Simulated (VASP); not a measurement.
# CdSe (P6_3mc) in VASP: notebook

CdSe is run at these levels: PBE, r2SCAN; tasks: single point.

Program: VASP 6.6.1. These are calculated values, not measurements. Logs are shortened: lines on timing, memory, paths and dates and some standing lists are left out, and cuts for length are marked.

### 1 The cell of the first run

The structure is hexagonal, space group P6_3mc (No. 186). Conventional cell: a = 4.341 Å, b = 4.341 Å, c = 7.077 Å, α = 90.00°, β = 90.00°, γ = 120.00°. Cd (site symmetry 3m) has 4 Se at 2.66 Å within 3.5 Å. Within 3.5 Å of Se (site symmetry 3m) lie 4 Cd at 2.66 Å.

### 2 Single point, PBE

INCAR reads:

```
SYSTEM = CdSe
ALGO = Normal ; EDIFF = 1E-7
ENCUT = 520 ; GGA = PE
ISIF = 2 ; ISMEAR = 0
LASPH = .TRUE. ; LCHARG = .FALSE.
LREAL = .FALSE. ; LWAVE = .FALSE.
NBANDS = 26 ; NELM = 80
PREC = Accurate ; SIGMA = 0.01
```

KPOINTS reads:

```
k-points
0
G
  6 6 2
  0 0 0
```

POSCAR reads:

```
CdSe
1.0
    4.3407184399      0.0000000000      0.0000000000
   -2.1703592200      3.7591724396      0.0000000000
    0.0000000000      0.0000000000      7.0766648644
Cd Se
2 2
Direct
    0.3333333333      0.6666666667      0.0045236756
    0.6666666667      0.3333333333      0.5045236756
    0.3333333333      0.6666666667      0.3804763244
    0.6666666667      0.3333333333      0.8804763244
```

Potentials or basis: VASP PAW PBE potentials, release 64 (Cd, Se).

Started as:

```sh
$ cat potpaw_PBE.64/Cd/POTCAR potpaw_PBE.64/Se/POTCAR > POTCAR
$ mpirun -np 1 vasp_std > vasp.out
```

OUTCAR:

```text
SYSTEM = CdSe
   EDIFF = 1E-7
   ENCUT = 520
   GGA = PE
   ISIF = 2
   ISMEAR = 0
   LASPH = .TRUE.
   LREAL = .FALSE.
   NELM = 80
   PREC = Accurate

 ion  position               nearest neighbor table
   1  0.333  0.667  0.005-   4 2.66   4 2.66   4 2.66   3 2.66
   2  0.667  0.333  0.505-   3 2.66   3 2.66   3 2.66   4 2.66
   3  0.333  0.667  0.380-   2 2.66   2 2.66   2 2.66   1 2.66
   4  0.667  0.333  0.880-   1 2.66   1 2.66   1 2.66   2 2.66

  LATTYP: Found a hexagonal cell.
 ALAT       =     4.3407184399
 C/A-ratio  =     1.6302980630

  Lattice vectors:

 A1 = (   4.3407184399,   0.0000000000,   0.0000000000)
 A2 = (  -2.1703592200,   3.7591724396,   0.0000000000)
 A3 = (   0.0000000000,   0.0000000000,   7.0766648644)

Analysis of symmetry for initial positions (statically):
=====================================================================
 Subroutine PRICEL returns:
 Original cell was already a primitive cell.

 Routine SETGRP: Setting up the symmetry group for a
 hexagonal supercell.

 Subroutine GETGRP returns: Found 12 space group operations
 (whereof  6 operations were pure point group operations)
 out of a pool of 24 trial point group operations.

The static configuration has the point symmetry C_3v.
 The point group associated with its full space group is C_6v.

Analysis of symmetry for dynamics (positions and initial velocities):
=====================================================================
 Subroutine PRICEL returns:
 Original cell was already a primitive cell.

 Routine SETGRP: Setting up the symmetry group for a
 hexagonal supercell.

 Subroutine GETGRP returns: Found 12 space group operations
 (whereof  6 operations were pure point group operations)
 out of a pool of 24 trial point group operations.

The dynamic configuration has the point symmetry C_3v.
 The point group associated with its full space group is C_6v.

 Subroutine INISYM returns: Found 12 space group operations
 (whereof  6 operations are pure point group operations),
 and found     1 'primitive' translations

----------------------------------------------------------------------------------------

                                     Primitive cell

  volume of cell :     115.4735

  direct lattice vectors                    reciprocal lattice vectors
     4.340718440  0.000000000  0.000000000     0.230376610  0.133007998  0.000000000
    -2.170359220  3.759172440  0.000000000     0.000000000  0.266015996  0.000000000
     0.000000000  0.000000000  7.076664864     0.000000000  0.000000000  0.141309504

  length of vectors
     4.340718440  4.340718440  7.076664864     0.266015996  0.266015996  0.141309504

  position of ions in fractional coordinates (direct lattice)
     0.333333333  0.666666667  0.004523676
     0.666666667  0.333333333  0.504523676
     0.333333333  0.666666667  0.380476324
     0.666666667  0.333333333  0.880476324

  ion indices of the primitive-cell ions
   primitive index   ion index
                 1           1
                 2           2
                 3           3
                 4           4

----------------------------------------------------------------------------------------

 KPOINTS: k-points

Automatic generation of k-mesh.
 Grid dimensions read from file:
 generate k-points for:    6    6    2

 Generating k-lattice:

  Cartesian coordinates                     Fractional coordinates (reciprocal lattice)
     0.038396102  0.022168000  0.000000000     0.166666667 -0.000000000  0.000000000
     0.000000000  0.044335999  0.000000000     0.000000000  0.166666667  0.000000000
     0.000000000  0.000000000  0.070654752     0.000000000  0.000000000  0.500000000

  Length of vectors
     0.044335999  0.044335999  0.070654752

  Shift w.r.t. Gamma in fractional coordinates (k-lattice)
     0.000000000  0.000000000  0.000000000

 Subroutine IBZKPT returns following result:
 ===========================================

 Found     14 irreducible k-points:

 Following reciprocal coordinates:
            Coordinates               Weight
  0.000000  0.000000  0.000000      1.000000
  0.166667  0.000000  0.000000      6.000000
  0.333333  0.000000  0.000000      6.000000
  0.500000  0.000000  0.000000      3.000000
  0.166667  0.166667  0.000000      6.000000
  0.333333  0.166667  0.000000     12.000000
  0.333333  0.333333  0.000000      2.000000
  0.000000  0.000000  0.500000      1.000000
  0.166667  0.000000  0.500000      6.000000
  0.333333  0.000000  0.500000      6.000000
  0.500000  0.000000  0.500000      3.000000
  0.166667  0.166667  0.500000      6.000000
  0.333333  0.166667  0.500000     12.000000
  0.333333  0.333333  0.500000      2.000000
   k-points           NKPTS =     14   k-points in BZ     NKDIM =     14   number of bands    NBANDS=     26
   number of dos      NEDOS =    301   number of ions     NIONS =      4
   total plane-waves  NPLWV =  55296
   dimension x,y,z NGX =    32 NGY =   32 NGZ =   54
   dimension x,y,z NGXF=    64 NGYF=   64 NGZF=  108
   ions per type =               2   2
   NGX,Y,Z   is equivalent  to a cutoff of  12.26, 12.26, 12.69 a.u.
   NGXF,Y,Z  is equivalent  to a cutoff of  24.51, 24.51, 25.37 a.u.
 SYSTEM =  CdSe
   PREC   = accura    normal or accurate (medium, high low for compatibility)
   ISTART =      0    job   : 0-new  1-cont  2-samecut
   ICHARG =      2    charge: 1-file 2-atom 10-const
   ISPIN  =      1    spin polarized calculation?
   LNONCOLLINEAR =      F non collinear calculations
   LSORBIT =      F    spin-orbit coupling
   LASPH  =      T    aspherical Exc in radial PAW
   ENCUT  =  520.0 eV  38.22 Ry    6.18 a.u.   8.07  8.07 13.16*2*pi/ulx,y,z
   NELM   =     80;   NELMIN=  2; NELMDL= -5     # of ELM steps
   EDIFF  = 0.1E-06   stopping-criterion for ELM
   LREAL  =      F    real-space projection
   EDIFFG = 0.1E-05   stopping-criterion for IOM
   NSW    =      0    number of steps for IOM
   IBRION =     -1    ionic relax: 0-MD 1-quasi-New 2-CG
   NFREE  =      0    steps in history (QN), initial steepest desc. (CG)
   ISIF   =      2    stress and relaxation
   ISYM   =      2    0-nonsym 1-usesym 2-fastsym
   POTIM  = 0.5000    time-step for ionic-motion
   TEBEG  =    0.0;   TEEND  =   0.0 temperature during run
   PSTRESS=    0.0 pullay stress
   NELECT =      36.0000    total number of electrons
   NUPDOWN=      -1.0000    fix difference up-down
   EMIN   =  10.00;   EMAX   =-10.00  energy-range for DOS
   EFERMI =   0.00;   METHOD = LEGACY
   ISMEAR =     0;   SIGMA  =   0.01  broadening in eV -4-tet -1-fermi 0-gaus
   EFERMI_NEDOS =   21; number of points for ismear=-14 and -15
   IALGO  =     38    algorithm
   IMIX   =      4    mixing-type and parameters
     AMIX     =   0.40;   BMIX     =  1.00
     AMIX_MAG =   1.60;   BMIX_MAG =  1.00
  volume/ion in A,a.u.               =      28.87       194.81
  Fermi-wavevector in a.u.,A,eV,Ry     =   1.110064  2.097718 16.765683  1.232243
  Thomas-Fermi vector in A             =   2.246612
   LORBIT       =      0    0 simple, 1 ext, 2 COOP (PROOUT), +10 PAW based schemes
   GGA     = PE    functional components
   LHFCALC =     F    Hartree Fock is set to
   AEXX    =    0.0000 exact exchange contribution
   IVDW    =     0    specifies the selected vdW correction
   LEPSILON=     F    determine dielectric tensor
   LRPA    =     F    only Hartree local field effects (RPA)
 non-spin polarized calculation
 Gauss-broadening in eV      SIGMA  =   0.01
  energy-cutoff  :      520.00
  volume of cell :      115.47
 maximum number of plane-waves:      3126
   NGX = 17   NGY = 17   NGZ = 27

 number of electron      35.9999987 magnetization

 Free energy of the ion-electron system (eV)
  ---------------------------------------------------
  ext. energy  EPLUGINS =         0.00000000
  ---------------------------------------------------
  free energy    TOTEN  =       -10.96728766 eV

  energy without entropy =      -10.96728766  energy(sigma->0) =      -10.96728766

 E-fermi :   0.8545     XC(G=0):  -8.7613

 val. band max:        0.7426191109   @ k =   0.0000   0.0000   0.0000
 cond. band min:       1.3528528477   @ k =   0.0000   0.0000   0.0000
 fundamental gap:      0.6102337368
 Fermi energy:         0.8545114855

 k-point     1 :       0.0000    0.0000    0.0000
  band No.  band energies     occupation
      1     -11.7131      2.00000
      2     -11.3579      2.00000
      3      -7.1012      2.00000
      4      -7.0962      2.00000
      5      -7.0962      2.00000
      6      -7.0332      2.00000
[... 18 lines left out ...]
     25       7.7336      0.00000
     26       8.3707      0.00000

 k-point     2 :       0.1667    0.0000    0.0000
  band No.  band energies     occupation
      1     -11.6354      2.00000
      2     -11.3233      2.00000
      3      -7.0775      2.00000
      4      -7.0694      2.00000
      5      -7.0336      2.00000
      6      -6.9966      2.00000
[... 18 lines left out ...]
     25       7.9622      0.00000
     26       8.3420      0.00000

 k-point     3 :       0.3333    0.0000    0.0000
  band No.  band energies     occupation
      1     -11.4662      2.00000
      2     -11.2650      2.00000
      3      -7.0366      2.00000
      4      -7.0271      2.00000
      5      -6.9289      2.00000
      6      -6.9208      2.00000
[... 18 lines left out ...]
     25       8.5553      0.00000
     26       8.8766      0.00000

 k-point     4 :       0.5000    0.0000    0.0000
  band No.  band energies     occupation
      1     -11.3647      2.00000
      2     -11.2515      2.00000
      3      -7.0227      2.00000
      4      -7.0132      2.00000
      5      -6.8859      2.00000
      6      -6.8703      2.00000
[... 18 lines left out ...]
     25       8.6292      0.00000
     26      10.3305      0.00000

 k-point     5 :       0.1667    0.1667    0.0000
  band No.  band energies     occupation
      1     -11.5113      2.00000
      2     -11.2775      2.00000
      3      -7.0430      2.00000
      4      -7.0365      2.00000
      5      -6.9520      2.00000
      6      -6.9488      2.00000
[... 18 lines left out ...]
     25       8.5089      0.00000
     26       8.7382      0.00000

 k-point     6 :       0.3333    0.1667    0.0000
  band No.  band energies     occupation
      1     -11.3661      2.00000
      2     -11.2516      2.00000
      3      -7.0322      2.00000
      4      -6.9931      2.00000
      5      -6.8996      2.00000
      6      -6.8895      2.00000
[... 18 lines left out ...]
     25       8.6374      0.00000
     26       9.1238      0.00000

 k-point     7 :       0.3333    0.3333    0.0000
  band No.  band energies     occupation
      1     -11.2809      2.00000
      2     -11.2809      2.00000
      3      -7.0420      2.00000
      4      -6.9250      2.00000
      5      -6.9250      2.00000
      6      -6.8801      2.00000
[... 18 lines left out ...]
     25       8.3688      0.00000
     26       8.3688      0.00000

 k-point     8 :       0.0000    0.0000    0.5000
  band No.  band energies     occupation
      1     -11.5344      2.00000
      2     -11.5344      2.00000
      3      -7.0690      2.00000
      4      -7.0690      2.00000
      5      -7.0690      2.00000
      6      -7.0690      2.00000
[... 18 lines left out ...]
     25       6.9907      0.00000
     26       6.9907      0.00000

 k-point     9 :       0.1667    0.0000    0.5000
  band No.  band energies     occupation
      1     -11.4768      2.00000
      2     -11.4768      2.00000
      3      -7.0373      2.00000
      4      -7.0373      2.00000
      5      -7.0354      2.00000
      6      -7.0354      2.00000
[... 18 lines left out ...]
     25       7.5071      0.00000
     26       7.5071      0.00000

 k-point    10 :       0.3333    0.0000    0.5000
  band No.  band energies     occupation
      1     -11.3603      2.00000
      2     -11.3603      2.00000
      3      -6.9993      2.00000
      4      -6.9993      2.00000
      5      -6.9731      2.00000
      6      -6.9731      2.00000
[... 18 lines left out ...]
     25       8.3702      0.00000
     26       8.3702      0.00000

 k-point    11 :       0.5000    0.0000    0.5000
  band No.  band energies     occupation
      1     -11.3017      2.00000
      2     -11.3017      2.00000
      3      -6.9941      2.00000
      4      -6.9941      2.00000
      5      -6.9466      2.00000
      6      -6.9466      2.00000
[... 18 lines left out ...]
     25       8.6284      0.00000
     26       8.6284      0.00000

 k-point    12 :       0.1667    0.1667    0.5000
  band No.  band energies     occupation
      1     -11.3897      2.00000
      2     -11.3897      2.00000
      3      -7.0045      2.00000
      4      -7.0045      2.00000
      5      -6.9846      2.00000
      6      -6.9846      2.00000
[... 18 lines left out ...]
     25       8.2171      0.00000
     26       8.2171      0.00000

 k-point    13 :       0.3333    0.1667    0.5000
  band No.  band energies     occupation
      1     -11.3024      2.00000
      2     -11.3024      2.00000
      3      -6.9798      2.00000
      4      -6.9798      2.00000
      5      -6.9519      2.00000
      6      -6.9519      2.00000
[... 18 lines left out ...]
     25       8.6671      0.00000
     26       8.6671      0.00000

 k-point    14 :       0.3333    0.3333    0.5000
  band No.  band energies     occupation
      1     -11.2740      2.00000
      2     -11.2740      2.00000
      3      -6.9598      2.00000
      4      -6.9598      2.00000
      5      -6.9505      2.00000
      6      -6.9505      2.00000
[... 18 lines left out ...]
     25       9.4528      0.00000
     26       9.4532      0.00000

------------------------ aborting loop because EDIFF is reached ----------------------------------------

  FORCE on cell =-STRESS in cart. coord.  units (eV):
  Direction    XX          YY          ZZ          XY          YZ          ZX
  --------------------------------------------------------------------------------------
  -------------------------------------------------------------------------------------
  Total        1.2273076      1.2273076      1.2364242     -0.0000000     -0.0000000      0.0000000
  in kB       17.0287005     17.0287005     17.1551919     -0.0000000     -0.0000000      0.0000000
  external PRESSURE =      17.0708643 kB  Pullay stress =       0.0000000 kB

 VOLUME and BASIS-vectors are now :
 -----------------------------------------------------------------------------
  energy-cutoff  :      520.00
  volume of cell :      115.47
      direct lattice vectors                 reciprocal lattice vectors
     4.340718440  0.000000000  0.000000000     0.230376610  0.133007998  0.000000000
    -2.170359220  3.759172440  0.000000000     0.000000000  0.266015996  0.000000000
     0.000000000  0.000000000  7.076664864     0.000000000  0.000000000  0.141309504

 POSITION                                       TOTAL-FORCE (eV/Angst)
 -----------------------------------------------------------------------------------
     -0.00000      2.50611      0.03201         0.000000      0.000000      0.005295
      2.17036      1.25306      3.57034         0.000000      0.000000      0.005295
     -0.00000      2.50611      2.69250        -0.000000      0.000000     -0.005295
      2.17036      1.25306      6.23084        -0.000000      0.000000     -0.005295
 -----------------------------------------------------------------------------------
    total drift:                               -0.000000     -0.000000     -0.000190

  FREE ENERGIE OF THE ION-ELECTRON SYSTEM (eV)
  ---------------------------------------------------
  free  energy   TOTEN  =       -10.9672876588 eV

  energy  without entropy=      -10.9672876588  energy(sigma->0) =      -10.96728766
```

Wall time 68 s (1 thread of Intel Xeon 8259CL, shared host); peak memory 0.23 GiB.

Results:

* Free energy: -10.9673 eV
* Pressure: 1.7 GPa
* Largest force: 0.005 eV/Å
* Band gap on the k mesh: 0.61 eV

Forces on the atoms (eV/Å):
```
Cd   0.000  0.000  0.005
Cd   0.000  0.000  0.005
Se   0.000  0.000 -0.005
Se   0.000  0.000 -0.005
```

Levels at points of the mesh, in eV from the valence-band top:
```tsv
k point	band 16	band 17	band 18	band 19	band 20	band 21
(0.00, 0.00, 0.00)	-0.04	0.00	0.00	0.61	2.17	5.85
(0.50, 0.00, 0.00)	-1.77	-1.27	-0.72	3.16	3.33	4.78
(0.00, 0.00, 0.50)	-0.38	-0.38	-0.38	2.32	2.32	5.82
(0.50, 0.00, 0.50)	-1.30	-1.29	-1.29	2.92	2.92	4.84
```

Caveat: the k points lie up to 0.44 Å⁻¹ apart.

### 3 Single point, PBE

INCAR reads:

```
ALGO = Normal
EDIFF = 1E-6
ENCUT = 520
GGA = PE
ISIF = 2
ISMEAR = 0
LASPH = True
LCHARG = True
LELF = True
LREAL = False
LVHAR = True
LWAVE = False
NBANDS = 26
NELM = 60
PREC = Accurate
SIGMA = 0.01
```

KPOINTS reads:

```
k-points
0
Gamma
  6 6 2
```

POSCAR is that of step 2.

Potentials or basis: VASP PAW PBE potentials, release 64 (Cd, Se).

Started as:

```sh
$ cat potpaw_PBE.64/Cd/POTCAR potpaw_PBE.64/Se/POTCAR > POTCAR
$ mpirun -np 1 vasp_std > vasp.out
```

Run time: 69 s. Hardware: 1 thread of Intel Xeon 8259CL, shared host; peak memory 0.23 GiB.

Results (log left out):

| Property | Result |
| --- | --- |
| Free energy | -10.9673 eV |
| Pressure | 1.7 GPa |
| Largest force | 0.005 eV/Å |
| Band gap on the k mesh | 0.61 eV |

Forces in eV/Å, atoms in the order of the input:
```
Cd   0.000  0.000  0.005
Cd   0.000  0.000  0.005
Se   0.000  0.000 -0.005
Se   0.000  0.000 -0.005
```

Levels at points of the mesh, in eV from the valence-band top:
```tsv
k point	band 14	band 15	band 16	band 17	band 18	band 19	band 20	band 21	band 22	band 23
(0.00, 0.00, 0.00)	-0.73	-0.73	-0.04	0.00	0.00	0.61	2.17	5.85	5.85	6.15
(0.50, 0.00, 0.00)	-3.54	-2.55	-1.77	-1.27	-0.72	3.16	3.33	4.78	6.06	6.45
(0.00, 0.00, 0.50)	-2.60	-0.38	-0.38	-0.38	-0.38	2.32	2.32	5.82	5.82	6.25
(0.50, 0.00, 0.50)	-4.08	-1.30	-1.30	-1.29	-1.29	2.92	2.92	4.84	4.84	7.66
```

Caveat: the k points lie up to 0.44 Å⁻¹ apart.

### 4 Single point, PBE

INCAR reads:

```
PREC = Accurate
ENCUT = 520
EDIFF = 1E-7
ISMEAR = 0
SIGMA = 0.01
LREAL = False
LASPH = True
NELM = 80
ALGO = Normal
ISIF = 2
LWAVE = False
LCHARG = False
GGA = PE
NBANDS = 26
```

KPOINTS reads:

```
regular mesh
0
Gamma
  6 6 4
```

POSCAR is that of step 3.

Started as:

```sh
$ cat potpaw_PBE.64/Cd/POTCAR potpaw_PBE.64/Se/POTCAR > POTCAR
$ mpirun -np 1 vasp_std > vasp.out
```

Wall time 89 s (1 thread of Intel Xeon 8259CL, shared host); peak memory 0.25 GiB.

The run converged. Its results:

```
Free energy            : -10.9691 eV
Pressure               : 1.7 GPa
Band gap on the k mesh : 0.61 eV
```

Forces on the atoms (eV/Å):
```
Cd   0.000  0.000  0.003
Cd   0.000  0.000  0.003
Se   0.000  0.000 -0.003
Se   0.000  0.000 -0.003
```

Levels at points of the mesh, in eV from the valence-band top:
```
           k point  band 15  band 16  band 17  band 18  band 19  band 20  band 21  band 22
(0.00, 0.00, 0.00)    -0.73    -0.04     0.00     0.00     0.61     2.17     5.85     5.85
(0.50, 0.00, 0.00)    -2.55    -1.77    -1.27    -0.72     3.16     3.33     4.78     6.06
(0.00, 0.00, 0.50)    -0.38    -0.38    -0.38    -0.38     2.32     2.32     5.82     5.82
(0.50, 0.00, 0.50)    -1.30    -1.30    -1.29    -1.29     2.92     2.92     4.84     4.84
```

Expect the measured gap to be larger: semilocal functionals such as PBE lack the derivative discontinuity.

(Part 1 of 2 ends here.)
